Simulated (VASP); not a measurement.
Runs of VASP 6.6.1 on NaH. The structure is that of space group Fm-3m (No. 225), or close to it. The cells are those of the table. 

| level | cell | k mesh | gap on the mesh (eV) | pressure (GPa) |
| --- | --- | --- | --- | --- |
| r2SCAN | a = 3.391 Å, angles 60.0°, 2 atoms | 8 × 8 × 8 | 4.41 | -0.3 |
| r2SCAN | a = 3.356 Å, angles 60.0°, 2 atoms | 8 × 8 × 8 | 4.47 | 0.6 |
| PBE | a = 3.391 Å, angles 60.0°, 2 atoms | 10 × 10 × 10 | 3.82 | 0.5 |
| PBE | a = 3.451 Å, angles 60.0°, 2 atoms | 8 × 8 × 8 | (a) | -0.7 |
| r2SCAN | a = 3.457 Å, angles 60.0°, 2 atoms | 8 × 8 × 8 | 4.31 | -1.4 |
| r2SCAN | a = 3.391 Å, angles 60.0°, 2 atoms | 10 × 10 × 10 | 4.43 | -0.3 |
| PBE | a = 3.347 Å, angles 60.0°, 2 atoms | 8 × 8 × 8 | 3.87 | 1.6 |
| r2SCAN | a = 3.424 Å, angles 60.0°, 2 atoms | 8 × 8 × 8 | 4.36 | (d) |
| PBE | a = 3.484 Å, angles 60.0°, 2 atoms | 8 × 8 × 8 | 3.66 | -1.3 |
| r2SCAN | a = 3.321 Å, angles 60.0°, 2 atoms | 8 × 8 × 8 | 4.52 | 1.5 |
| PBE | a = 3.417 Å, angles 60.0°, 2 atoms | 8 × 8 × 8 | (c) | 0.0 |
| PBE | a = 3.382 Å, angles 60.0°, 2 atoms | 8 × 8 × 8 | (b) | 0.7 |

Alike in all rows: task single point; potentials or basis VASP PAW PBE potentials, release 64 (Na_pv, H); no spin polarisation; cutoff (eV) 520; smearing gaussian 0.01 eV.

Fill in the values left out.

(a) 3.71; (b) 3.81; (c) 3.76; (d) -0.8.

Caveats: the PAW data sets were made with another functional, which shifts forces and pressure a little (some runs).

A k mesh can miss the band edges.
